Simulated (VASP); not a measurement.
Write the native input for VASP 6.6.1 that does the following.

| Property | Result |
| --- | --- |
| Task | single point |
| Functional | r2SCAN |
| Potentials or basis | VASP PAW PBE potentials, release 64 (Ga_d, P) |
| Cutoff | 520 eV |
| k mesh | 8 × 8 × 8 |
| Occupations | gaussian, width 0.05 eV |
| Spin | no spin polarisation |
| Dipole correction | no |
| Further INCAR settings | ALGO = Normal; EDIFF = 1e-06; NBANDS = 16 |

GaP:

```xyz
2
Lattice="0.0000 2.7252 2.7252 2.7934 0.0000 2.7252 2.7934 2.7252 0.0000" Properties=species:S:1:pos:R:3 pbc="T T T"
Ga    0.0000    0.0000    0.0000
P     4.1901    4.0879    4.0879
```

This cell differs from its parent crystal: strain +0.0250 x Voigt [1, 0, 0, 0, 0, 0].

The input as run:

POSCAR

```
GaP
1.0
    0.0000000000      2.7252500000      2.7252500000
    2.7933812500      0.0000000000      2.7252500000
    2.7933812500      2.7252500000      0.0000000000
Ga P
1 1
Direct
    0.0000000000      0.0000000000      0.0000000000
    0.7500000000      0.7500000000      0.7500000000
```

INCAR.step1

```
SYSTEM = GaP
PREC     = Accurate       ! precision mode
ENCUT    = 520            ! plane-wave cutoff, eV
ISMEAR   = 0              ! smearing method
SIGMA    = 0.05           ! smearing width, eV
LREAL    = .False.        ! projectors in reciprocal space
LASPH    = .True.         ! aspherical terms in the spheres
NELM     = 60             ! most SCF steps
NBANDS   = 16             ! bands
GGA      = PE             ! functional
ALGO     = Normal         ! electronic algorithm
EDIFF    = 1E-4           ! SCF threshold, eV
LWAVE    = .True.         ! write WAVECAR
LCHARG   = .False.        ! write CHGCAR
```

INCAR.step2

```
SYSTEM = GaP
PREC     = Accurate       ! precision mode
ENCUT    = 520            ! plane-wave cutoff, eV
EDIFF    = 1E-6           ! SCF threshold, eV
ISMEAR   = 0              ! smearing method
SIGMA    = 0.05           ! smearing width, eV
LREAL    = .False.        ! projectors in reciprocal space
LASPH    = .True.         ! aspherical terms in the spheres
NELM     = 60             ! most SCF steps
ALGO     = Normal         ! electronic algorithm
ISIF     = 2              ! what is computed and relaxed
LWAVE    = .False.        ! write WAVECAR
LCHARG   = .False.        ! write CHGCAR
METAGGA  = R2SCAN         ! meta-GGA
LMIXTAU  = .True.       
NBANDS   = 16             ! bands
ISTART   = 1
```

KPOINTS

```
Automatic mesh
0
Gamma
  8 8 8
  0 0 0
```

Potentials or basis: VASP PAW PBE potentials, release 64 (Ga_d, P).

Run with:

```sh
$ cat potpaw_PBE.64/Ga_d/POTCAR potpaw_PBE.64/P/POTCAR > POTCAR
$ cp INCAR.step1 INCAR
$ mpirun -np 1 vasp_std > vasp.out
$ cp INCAR.step2 INCAR
$ mpirun -np 1 vasp_std > vasp.out
```

It gave:

The pressure is -2.1 GPa and the band gap on the k mesh is 1.81 eV, indirect (least direct gap 2.07 eV).

Caveat: the cell differs from its parent crystal (strain +0.0250 x Voigt [1, 0, 0, 0, 0, 0]); the PAW data sets were made with another functional, which shifts forces and pressure a little.

Run time: 75 s on 1 thread of Intel(R) Xeon(R) 6975P-C (Granite Rapids), on a shared host, peak memory 0.18 GiB.
